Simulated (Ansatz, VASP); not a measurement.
One calculation of Fe, two programs

INCAR

```
PREC     = Accurate       # precision mode
ENCUT    = 520            # plane-wave cutoff, eV
EDIFF    = 1E-8           # SCF threshold, eV
ISMEAR   = -1             # smearing method
SIGMA    = 0.05           # smearing width, eV
LREAL    = F              # projectors in reciprocal space
LASPH    = T              # aspherical terms in the spheres
NELM     = 150            # most SCF steps
ALGO     = Normal         # electronic algorithm
ISIF     = 2              # what is computed and relaxed
LWAVE    = F              # write WAVECAR
LCHARG   = F              # write CHGCAR
ISPIN    = 2              # spin polarisation
MAGMOM   = 3              # initial moments
LORBIT   = 11             # projections on sites
LMAXMIX  = 4              # l up to which the mixer works
GGA      = CA             # functional
LEFG     = T            
NBANDS   = 14             # bands
```

KPOINTS

```
regular mesh
0
Gamma
  16 16 16
```

Contents of POSCAR:

```
Fe
1.0
    0.0000000000      1.9021012276      1.9249897192
    1.4678507246      0.0000000000      1.9249897192
    1.4678507246      1.9021012276      0.0000000000
Fe
1
Direct
    0.0000000000      0.0000000000      0.0000000000
```

Input for Ansatz:

```yaml
crystal:
  lattice:
    - [0.0, 1.9021012276, 1.9249897192]
    - [1.4678507246, 0.0, 1.9249897192]
    - [1.4678507246, 1.9021012276, 0.0]
  atoms:
    - { symbol: Fe, position: [0.0, 0.0, 0.0], spin: 3.0 }
magnetization:
  spin_polarized: true
kpoints:
  mp_grid: { grid: [16, 16, 16] }
scf:
  occupations: { method: fermi_dirac, width: 0.05 }
hamiltonian:
  xc: lda
  pseudopotentials: { kind: all_electron, datasets: crystal }
output:
  forces: true
  stress: true
  eigenvalues: true
  efg: { contact_densities: true }
```

Change from the starting cell: volume scaled by 0.94, crystal datasets.

Alike in both runs: task electric field gradients; functional LDA; k mesh 16 × 16 × 16; occupations fermi-dirac, width 0.05 eV; collinear spin.

|  | VASP | Ansatz |
| --- | --- | --- |
| version | VASP 6.6.1 | Ansatz 0.2.0 |
| potentials or method | VASP PAW LDA potentials, release 64 (Fe), cutoff 520 eV | all-electron PAW with datasets made for the crystal, scalar-relativistic |

```tsv
	VASP	Ansatz	Ansatz less VASP
pressure (GPa)	-8.4	-7.5	+0.91
traceless stress, the component that is largest in VASP (GPa)	-6.80	-6.85	-0.053
net moment per atom (μB)	1.99	2.03	+0.039
size of the moment on the site where the two differ most (μB)	1.96	2.03	+0.074
size of Vzz on the site where it differs most (V/Å²)	10.0	10.9	+0.90
```

LDA's correlation is that of Perdew and Zunger in VASP and of Perdew and Wang (1992) in Ansatz. Site moments also hang on the region over which each program counts them. Ansatz ran all-electron here, and VASP with PAW potentials. Ansatz's warnings: printed levels off.
